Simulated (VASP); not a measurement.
Here is a VASP 6.6.1 calculation.

POSCAR

```
Ta4N3
1.0
    3.1088180366      0.0000000000      0.0000000000
   -1.5544090183      2.6923153954      0.0000000000
    0.0000000000      0.0000000000     24.6150178928
Ta N
4 3
Direct
    0.3333333333      0.6666666667      0.3453176446
    0.0000000000      0.0000000000      0.4484392149
    0.6666666667      0.3333333333      0.5527291142
    0.3333333333      0.6666666667      0.6528850825
    0.6666666667      0.3333333333      0.3968784297
    0.3333333333      0.6666666667      0.5005321030
    0.0000000000      0.0000000000      0.6037725054
```

Contents of INCAR.step1:

```
PREC     = Accurate       # precision mode
ENCUT    = 520            # plane-wave cutoff, eV
ISMEAR   = 0              # smearing method
SIGMA    = 0.1            # smearing width, eV
LREAL    = F              # projectors in reciprocal space
LASPH    = T              # aspherical terms in the spheres
NELM     = 60             # most SCF steps
LDIPOL   = T            
IDIPOL   = 3            
DIPOL    = 0.5 0.5 0.500
NBANDS   = 38             # bands
GGA      = PE             # functional
ALGO     = Normal         # electronic algorithm
EDIFF    = 1E-4           # SCF threshold, eV
LWAVE    = T              # write WAVECAR
LCHARG   = F              # write CHGCAR
```

Contents of INCAR.step2:

```
PREC     = Accurate       # precision mode
ENCUT    = 520            # plane-wave cutoff, eV
EDIFF    = 1E-7           # SCF threshold, eV
ISMEAR   = 0              # smearing method
SIGMA    = 0.1            # smearing width, eV
LREAL    = F              # projectors in reciprocal space
LASPH    = T              # aspherical terms in the spheres
NELM     = 60             # most SCF steps
ALGO     = Normal         # electronic algorithm
ISIF     = 2              # what is computed and relaxed
LWAVE    = F              # write WAVECAR
LCHARG   = F              # write CHGCAR
LDIPOL   = T            
IDIPOL   = 3            
DIPOL    = 0.5 0.5 0.500
METAGGA  = R2SCAN         # meta-GGA
LMIXTAU  = T            
NBANDS   = 38             # bands
ISTART   = 1
```

File KPOINTS:

```
regular mesh
0
Gamma
  9 9 1
```

Potentials or basis: VASP PAW PBE potentials, release 64 (Ta_pv, N).

The run is started by

```bash
$ cat potpaw_PBE.64/Ta_pv/POTCAR potpaw_PBE.64/N/POTCAR > POTCAR
$ cp INCAR.step1 INCAR
$ mpirun -np 1 vasp_std > vasp.out
$ cp INCAR.step2 INCAR
$ mpirun -np 1 vasp_std > vasp.out
```

(1) What does it give for the largest force?

(2) Estimate the band gap on the k mesh.

## Answers

(1) 0.393 eV/Å.

(2) zero (an odd number of electrons rules out a gap without spin polarisation).

Caveat: the PAW data sets were made with another functional, which shifts forces and pressure a little; spin-orbit coupling is left out, which moves the levels of the heavy elements.
